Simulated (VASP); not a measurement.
Wanted: the native input for a VASP 6.6.1 run.

```yaml
Task: single point
Functional: PBE
Potentials_or_basis: VASP PAW PBE potentials, release 64 (Sb, As)
Cutoff: 520 eV
k_mesh: 6 × 6 × 2
Occupations: gaussian, width 0.1 eV
Spin: no spin polarisation
Dipole_correction: no
Further_INCAR_settings: ALGO = Normal; EDIFF = 1e-07; NBANDS = 24
```

The structure of SbAs2 lies in POSCAR:

```
SbAs2
1.0
    4.4197982200      0.0000000000      0.0000000000
   -2.2098991100      3.8276575400      0.0000000000
    0.0000000000      0.0000000000      9.2397114600
Sb As
2 4
Direct
    0.3333333300      0.6666666700      0.0000000000
    0.6666666700      0.3333333300      0.0000000000
    0.0000000000      0.0000000000      0.5000000000
    0.0000000000      0.0000000000      0.2299970300
    0.0000000000      0.0000000000      0.7700029700
    0.0000000000      0.0000000000      0.0000000000
```

The input as run:

INCAR

```
PREC     = Accurate       # precision mode
ENCUT    = 520            # plane-wave cutoff, eV
EDIFF    = 1E-7           # SCF threshold, eV
ISMEAR   = 0              # smearing method
SIGMA    = 0.1            # smearing width, eV
LREAL    = False          # projectors in reciprocal space
LASPH    = True           # aspherical terms in the spheres
NELM     = 80             # most SCF steps
ALGO     = Normal         # electronic algorithm
ISIF     = 2              # what is computed and relaxed
LWAVE    = False          # write WAVECAR
LCHARG   = False          # write CHGCAR
GGA      = PE             # functional
NBANDS   = 24             # bands
```

KPOINTS

```
Automatic mesh
0
Gamma
  6 6 2
```

Potentials or basis: VASP PAW PBE potentials, release 64 (Sb, As).

Launch:

```bash
$ cat potpaw_PBE.64/Sb/POTCAR potpaw_PBE.64/As/POTCAR > POTCAR
$ mpirun -np 1 vasp_std > vasp.out
```

Results of the run:

The pressure is 34.6 GPa and the largest force is 7.170 eV/Å. The band gap on the k mesh is zero (band 15 reaches 5.64 eV, above the bottom of band 16 at 4.12 eV).

Caveat: spin-orbit coupling is left out, which moves the levels of the heavy elements; forces of over 1 eV/Å act on the atoms, so gaps and moduli don't describe the material at rest.

It took 37 s on 1 thread of Intel(R) Xeon(R) 6975P-C (Granite Rapids) (shared host), peak memory 0.29 GiB.
